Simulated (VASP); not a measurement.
Crystal: MgS.

```
Mg S
1.0
     3.61091    0.00000    0.00000
    -1.80545    3.12714    0.00000
     0.00000    0.00000    3.30526
Mg S
1 1
Cartesian
  0.0000 0.0000 1.6526
  1.8055 1.0424 0.0000
```

- Program: VASP 6.6.1
- Task: relaxation of cell and atoms
- Functional: HF
- Potentials or basis: VASP PAW PBE potentials, release 64 (Mg, S)
- Cutoff: 600 eV
- k mesh: 5 × 5 × 4
- Occupations: fermi-dirac, width 0.05 eV
- Spin: no spin polarisation

At the start: pressure 2.1 GPa; volume 18.66 Å³/atom.

Q: How do energy, volume and symmetry change on relaxing?

A: Over 5 steps the energy falls by 3.4 meV/atom and the volume is 19.18 Å³/atom (+2.8 %); space group P-6m2 (No. 187, to 0.1 Å) before and after.

The path:
```tsv
step	energy change (eV)	largest force (eV/Å)	pressure (GPa)	volume (Å³)
1	0.0000	0.0000	2.13	37.32
2	-0.0060	0.0000	-0.63	38.68
3	-0.0067	0.0000	-0.01	38.35
4	-0.0068	0.0000	0.01	38.37
5	-0.0068	0.0000	0.01	38.36
```

Final structure:
```
CELL_PARAMETERS angstrom
3.64813 0.00000 0.00000
-1.82406 3.15938 0.00000
0.00000 0.00000 3.32842
ATOMIC_POSITIONS crystal
Mg 0.00000 0.00000 0.50000
S 0.66667 0.33333 0.00000
```

Caveat: the k points lie up to 0.47 Å⁻¹ apart in the final cell; the PAW data sets were made with another functional, which shifts forces and pressure a little.
